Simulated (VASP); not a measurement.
Input of a VASP 6.6.1 run:

The input INCAR:

```
SYSTEM = Hg
PREC = Accurate ; ENCUT = 520
EDIFF = 1E-6 ; ISMEAR = -1
SIGMA = 0.6 ; LREAL = .False.
LASPH = .True. ; NELM = 60
ALGO = Normal ; ISIF = 2
LWAVE = .False. ; LCHARG = .True.
LELF = .True. ; LVHAR = .True.
NBANDS = 12
```

Contents of KPOINTS:

```
regular mesh
0
Gamma
  11 11 11
  0 0 0
```

Contents of POSCAR:

```
Hg
1.0
    1.7463233735      1.0082402698      2.1478810803
   -1.7463233735      1.0082402698      2.1478810803
    0.0000000000     -2.0164805396      2.1478810803
Hg
1
Direct
    0.0000000000      1.0000000000      0.0000000000
```

Potentials or basis: VASP PAW LDA potentials, release 64 (Hg).

Run with:

```bash
$ cat potpaw_LDA.64/Hg/POTCAR > POTCAR
$ mpirun -np 1 vasp_std > vasp.out
```

Q: Estimate the band gap on the k mesh.

A: Zero (bands 6 and 7 overlap by 2.76 eV).

Q: What does it give for the pressure?

A: 1.1 GPa.

Caveat: so wide a smearing shifts energies and pressures; spin-orbit coupling is left out, which moves the levels of the heavy elements.
